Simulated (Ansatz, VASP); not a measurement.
K2TiF4 in VASP and in Ansatz

POSCAR

```
K2TiF4
1.0
    0.0000000000      4.0353440600      0.0000000000
    4.0353440600      0.0000000000      0.0000000000
    2.0176715300      2.0176715300     -6.5804365800
K Ti F
2 1 4
Direct
    0.3537700000      0.3537700000      0.2924600000
    0.6462300000      0.6462300000      0.7075400000
    0.0000000000      0.0000000000      0.0000000000
    0.5000000000      0.0000000000      0.0000000000
    0.0000000000      0.5000000000      0.0000000000
    0.1533100000      0.1533100000      0.6933800000
    0.8466900000      0.8466900000      0.3066200000
```

The input INCAR.step1:

```
SYSTEM = K2TiF4
  PREC = Accurate
  ENCUT = 520
  ISMEAR = -1
  SIGMA = 0.1
  LREAL = .False.
  LASPH = .True.
  NELM = 80
  NBANDS = 38
  GGA = PE
  ALGO = Normal
  EDIFF = 1E-4
  LWAVE = .True.
  LCHARG = .False.
```

The input INCAR.step2:

```
SYSTEM = K2TiF4
  PREC = Accurate
  ENCUT = 520
  EDIFF = 1E-7
  ISMEAR = -1
  SIGMA = 0.1
  LREAL = .False.
  LASPH = .True.
  NELM = 80
  ALGO = Normal
  ISIF = 2
  LWAVE = .False.
  LCHARG = .False.
  METAGGA = R2SCAN
  LMIXTAU = .True.
  NBANDS = 38
  ISTART = 1
```

File KPOINTS:

```
regular mesh
0
Gamma
  5 5 5
  0 0 0
```

Input for Ansatz:

```yaml
crystal:
  lattice:
    - [0.0, 4.03534406, 0.0]
    - [4.03534406, 0.0, 0.0]
    - [2.01767153, 2.01767153, -6.58043658]
  atoms:
    - { symbol: K, position: [0.35377, 0.35377, 0.29246] }
    - { symbol: K, position: [0.64623, 0.64623, 0.70754] }
    - { symbol: Ti, position: [0.0, 0.0, 0.0] }
    - { symbol: F, position: [0.5, 0.0, 0.0] }
    - { symbol: F, position: [0.0, 0.5, 0.0] }
    - { symbol: F, position: [0.15331, 0.15331, 0.69338] }
    - { symbol: F, position: [0.84669, 0.84669, 0.30662] }
kpoints:
  mp_grid: { grid: [5, 5, 5], shift: [0, 0, 0] }
magnetization:
  spin_polarized: false
scf:
  occupations: { method: fermi_dirac }
  lower_state_search: "off"
  max_iter: 200
hamiltonian:
  pseudopotentials: { kind: paw }
  xc: r2scan
basis:
  ecutwfc: 500
  fft_grid_basis: typed
output:
  forces: true
  stress: true
  eigenvalues: true
  bader: true
  populations: true
  elf: true
  write_potential: true
  volumetric_format: npy
  dos:
    e_range: [-12, 8]
    de: 0.05
    projected: { site_lists: { F: [F], K: [K], Ti: [Ti] } }
checkpoint:
  read: saved_state
```

Alike in both runs: task single point; functional r2SCAN; k mesh 5 × 5 × 5; no spin polarisation.

|  | VASP | Ansatz |
| --- | --- | --- |
| version | VASP 6.6.1 | Ansatz 0.2.0 |
| potentials or method | VASP PAW PBE potentials, release 64 (K_sv, Ti_sv, F), cutoff 520 eV | PAW plane waves |
| occupations | fermi-dirac, width 0.1 eV | fermi-dirac |
| valence electrons in the cell | 58 | 58 |

```csv
,VASP,Ansatz,Ansatz less VASP
pressure (GPa),4.5,4.1,-0.37
"traceless stress, the component that is largest in VASP (GPa)",0.95,0.89,-0.060
rms of the force components (eV/Å),0.237,0.211,-0.0258
```

VASP's potentials were made for PBE, not for r2SCAN. Atom by atom the forces differ by 0.026 eV/Å (rms over components). Ansatz's warnings: structure snapped to symmetry.
